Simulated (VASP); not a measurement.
Write the native input for VASP 6.6.1 that does the following.

```
Task                   : single point
Functional             : PBEsol
Potentials or basis    : VASP PAW PBE potentials, release 64 (Li_sv, Nb_sv, O)
Cutoff                 : 520 eV
k mesh                 : 10 × 10 × 10
Occupations            : gaussian, width 0.05 eV
Spin                   : no spin polarisation
Dipole correction      : no
Further INCAR settings : ALGO = Normal; EDIFF = 1e-06; NBANDS = 34
```

The structure of Li4NbO4 lies in POSCAR:

```
Li4NbO4
1.0
   -3.8119495391      3.8119495391      1.6301049253
    3.8119495391     -3.8119495391      1.6301049253
    3.8119495391      3.8119495391     -1.6301049253
Li Nb O
4 1 4
Direct
    0.2279101365      0.1307668100      0.3586769465
    0.8426719780      0.3341549847      0.1768269627
    0.1573280220      0.6658450153      0.8231730373
    0.6658450153      0.8426719780      0.5085169933
    0.0000000000      0.0000000000      0.0000000000
    0.7589255465      0.0797104317      0.8386359782
    0.9202895683      0.7589255465      0.6792151148
    0.0797104317      0.2410744535      0.3207848852
    0.2410744535      0.9202895683      0.1613640218
```

This cell differs from its parent crystal: atom 1 (Li) moved by -0.203 Å along [1 0 0] and +0.810 Å along [0 1 0].

These files were run (other wordings do the same):

INCAR

```
ALGO     = Normal         # electronic algorithm
EDIFF    = 1E-6           # SCF threshold, eV
ENCUT    = 520            # plane-wave cutoff, eV
GGA      = PS             # functional
ISIF     = 2              # what is computed and relaxed
ISMEAR   = 0              # smearing method
LASPH    = T              # aspherical terms in the spheres
LCHARG   = F              # write CHGCAR
LREAL    = F              # projectors in reciprocal space
LWAVE    = F              # write WAVECAR
NBANDS   = 34             # bands
NELM     = 80             # most SCF steps
PREC     = Accurate       # precision mode
SIGMA    = 0.05           # smearing width, eV
```

KPOINTS

```
k-points
0
Gamma
  10 10 10
```

Potentials or basis: VASP PAW PBE potentials, release 64 (Li_sv, Nb_sv, O).

Run with:

```bash
$ cat potpaw_PBE.64/Li_sv/POTCAR potpaw_PBE.64/Nb_sv/POTCAR potpaw_PBE.64/O/POTCAR > POTCAR
$ mpirun -np 1 vasp_std > vasp.out
```

It gave:

The largest force is 11.377 eV/Å and the band gap on the k mesh is zero (an odd number of electrons rules out a gap without spin polarisation).

Caveat: the cell differs from its parent crystal (atom 1 (Li) moved by -0.203 Å along [1 0 0] and +0.810 Å along [0 1 0]); the PAW data sets were made with another functional, which shifts forces and pressure a little; an odd number of electrons without spin polarisation forces a metal; a magnetic or distorted state may lie lower.

Run time: 29 min on 1 thread of Oxide Virtual Turin-like Processor, with other jobs on the host, peak memory 0.77 GiB.
